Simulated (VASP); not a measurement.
Wanted: the native input for a VASP 6.6.1 run.

```yaml
Task: single point
Functional: r2SCAN
Potentials_or_basis: VASP PAW PBE potentials, release 64 (Li_sv, H)
Cutoff: 520 eV
k_mesh: 8 × 8 × 8
Occupations: gaussian, width 0.05 eV
Spin: no spin polarisation
Dipole_correction: no
Further_INCAR_settings: ALGO = Normal; EDIFF = 1e-07; NBANDS = 9
```

Crystal: LiH.

```xyz
2
Lattice="0.0000 2.0571 1.9966 2.0571 0.0000 1.9966 2.0571 2.0571 0.0000" Properties=species:S:1:pos:R:3 pbc="T T T"
Li    0.0000    0.0000    0.0000
H     2.0571    2.0571    1.9966
```

The input as run:

POSCAR

```
LiH
1.0
    0.0000000000      2.0571175000      1.9966179786
    2.0571175000      0.0000000000      1.9966179786
    2.0571175000      2.0571175000      0.0000000000
Li H
1 1
Direct
    0.0000000000      0.0000000000      0.0000000000
    0.5000000000      0.5000000000      0.5000000000
```

INCAR.step1

```
SYSTEM = LiH
ALGO = Normal
EDIFF = 1E-4
ENCUT = 520
GGA = PE
ISMEAR = 0
LASPH = .TRUE.
LCHARG = .FALSE.
LREAL = .FALSE.
LWAVE = .TRUE.
NBANDS = 9
NELM = 100
PREC = Accurate
SIGMA = 0.05
```

INCAR.step2

```
SYSTEM = LiH
ALGO = Normal
EDIFF = 1E-7
ENCUT = 520
ISIF = 2
ISMEAR = 0
ISTART = 1
LASPH = .TRUE.
LCHARG = .FALSE.
LMIXTAU = .TRUE.
LREAL = .FALSE.
LWAVE = .FALSE.
METAGGA = R2SCAN
NBANDS = 9
NELM = 100
PREC = Accurate
SIGMA = 0.05
```

KPOINTS

```
k-points
0
G
  8 8 8
  0 0 0
```

Potentials or basis: VASP PAW PBE potentials, release 64 (Li_sv, H).

Run with:

```console
$ cat potpaw_PBE.64/Li_sv/POTCAR potpaw_PBE.64/H/POTCAR > POTCAR
$ cp INCAR.step1 INCAR
$ mpirun -np 1 vasp_std > vasp.out
$ cp INCAR.step2 INCAR
$ mpirun -np 1 vasp_std > vasp.out
```

It gave:

* Band gap on the k mesh: 3.33 eV, indirect (least direct gap 3.55 eV)

It took 33 s on 1 thread of AMD EPYC 9R45 96-Core Processor (Zen 5) (shared host), peak memory 0.11 GiB.
